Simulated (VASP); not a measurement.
Set up this calculation in VASP 6.6.1, as the native input.

| Item | Value |
| --- | --- |
| Task | single point |
| Functional | LDA |
| Potentials or basis | VASP PAW LDA potentials, release 64 (Cs_sv, Mg, F) |
| Cutoff | 520 eV |
| k mesh | 6 × 6 × 6 |
| Occupations | gaussian, width 0.05 eV |
| Spin | no spin polarisation |
| Dipole correction | no |
| Further INCAR settings | ALGO = Normal; EDIFF = 1e-07; NBANDS = 24 |

The structure of CsMgF3 lies in POSCAR:

```
CsMgF3
1.0
    4.2523070000      0.0000000000      0.0000000000
    0.0000000000      4.2523070000      0.0000000000
    0.0000000000      0.0000000000      4.2523070000
Cs Mg F
1 1 3
Direct
    0.0000000000      0.0000000000      0.0000000000
    0.5000000000      0.5000000000      0.5000000000
    0.0000000000      0.5000000000      0.5000000000
    0.5000000000      0.0000000000      0.5000000000
    0.5000000000      0.5000000000      0.0000000000
```

One way to write it, as run:

INCAR

```
PREC     = Accurate       # precision mode
ENCUT    = 520            # plane-wave cutoff, eV
EDIFF    = 1E-7           # SCF threshold, eV
ISMEAR   = 0              # smearing method
SIGMA    = 0.05           # smearing width, eV
LREAL    = F              # projectors in reciprocal space
LASPH    = T              # aspherical terms in the spheres
NELM     = 100            # most SCF steps
ALGO     = Normal         # electronic algorithm
ISIF     = 2              # what is computed and relaxed
LWAVE    = F              # write WAVECAR
LCHARG   = T              # write CHGCAR
GGA      = CA             # functional
LELF     = T              # ELF
LVHAR    = T            
NBANDS   = 24             # bands
```

KPOINTS

```
Automatic mesh
0
Gamma
  6 6 6
```

Potentials or basis: VASP PAW LDA potentials, release 64 (Cs_sv, Mg, F).

Launch:

```bash
$ cat potpaw_LDA.64/Cs_sv/POTCAR potpaw_LDA.64/Mg/POTCAR potpaw_LDA.64/F/POTCAR > POTCAR
$ mpirun -np 1 vasp_std > vasp.out
```

It gave:

```
Pressure               : -7.3 GPa
Band gap on the k mesh : 6.35 eV, direct
```

Caveat: spin-orbit coupling is left out, which moves the levels of the heavy elements.

Wall time 9.9 s on 1 thread of Intel(R) Xeon(R) 6975P-C (Granite Rapids), on a shared host, peak memory 0.17 GiB.
